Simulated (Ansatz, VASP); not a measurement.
# Two plane-wave programs on ScBSbP3

```xyz
6
Lattice="6.0509 0.0000 0.0000 -3.0255 5.2402 0.0000 0.0000 0.0000 3.7737" Properties=species:S:1:pos:R:3 pbc="T T T"
Sc    0.0000    0.0000    0.0000
B     0.0000    3.4935    0.0000
Sb    3.0255    1.7467    0.0000
P    -1.4539    2.6541    1.8869
P     1.4539    2.6541    1.8869
P     0.0000    5.1723    1.8869
```

Change from the starting cell: species swapped into the YSiBRh3 type (P-6m2, No. 187).

Alike in both runs: task single point; functional PBE; k mesh 3 × 3 × 4; occupations gaussian, width 0.1 eV; no spin polarisation.

|  | VASP | Ansatz |
| --- | --- | --- |
| version | VASP 6.6.1 | Ansatz 0.2.0 |
| potentials or method | VASP PAW PBE potentials, release 64 (Sc_sv, B, Sb, P), cutoff 520 eV | scalar-relativistic, plane waves, PAW |
| valence electrons in the cell | 34 | 44 |

Ansatz gave:

| Property | Result |
| --- | --- |
| gap on the k mesh at the Fermi level (eV) | none |
| pressure (GPa) | -5.8 |
| traceless stress, the component that is largest in VASP (GPa) | -0.76 |
| rms of the force components (eV/Å) | 0.910 |

Estimate VASP's values.

gap on the k mesh at the Fermi level (eV): none; pressure (GPa): -5.8; traceless stress, the component that is largest in VASP (GPa): -0.73; rms of the force components (eV/Å): 0.916.

Atom by atom the forces differ by 0.006 eV/Å (rms over components). A gap of «none» marks a metal or a gap that the smearing closes. The functional is the same, so the differences come from potentials, cutoffs and numerics. VASP's potentials hold 34 valence electrons a cell and Ansatz's 44, so a difference there can come from the potentials and not from the codes.

The k mesh is coarse, so the values compare programs but aren't converged. Spin-orbit coupling is off throughout.
